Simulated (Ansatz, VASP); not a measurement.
## Two plane-wave programs on Ta3P4

```
Ta P
1.0
     3.60624    0.00000    0.00000
     0.00000    3.60624    0.00000
     0.00000    0.00000   10.20000
Ta P
3 4
Direct
  0.00000 0.00000 0.75000
  0.50000 0.50000 0.50000
  0.00000 0.00000 0.25000
  0.00000 0.00000 0.50000
  0.50000 0.50000 0.25000
  0.00000 0.00000 0.00000
  0.50000 0.50000 0.75000
```

Change from the starting cell: ordered vacancies on the cation sites of rock salt (P4/mmm, No. 123).

Alike in both runs: task single point; functional PBE; k mesh 6 × 6 × 2; occupations gaussian, width 0.1 eV; no spin polarisation.

|  | VASP | Ansatz |
| --- | --- | --- |
| version | VASP 6.6.1 | Ansatz 0.2.0 |
| potentials or method | VASP PAW PBE potentials, release 64 (Ta_pv, P), cutoff 520 eV | scalar-relativistic, plane waves, PAW |
| valence electrons in the cell | 53 | 59 |

|  | VASP | Ansatz | Ansatz less VASP |
| --- | --- | --- | --- |
| gap on the k mesh at the Fermi level (eV) | none | none | - |
| pressure (GPa) | -6.3 | -6.3 | -0.06 |
| traceless stress, the component that is largest in VASP (GPa) | -0.45 | -0.44 | +0.018 |
| rms of the force components (eV/Å) | 0.271 | 0.270 | -0.0013 |

Atom by atom the forces differ by 0.002 eV/Å (rms over components). A gap of «none» marks a metal or a gap that the smearing closes. VASP's potentials hold 53 valence electrons a cell and Ansatz's 59, so a difference there can come from the potentials and not from the codes.

Neither program's run includes spin-orbit coupling.
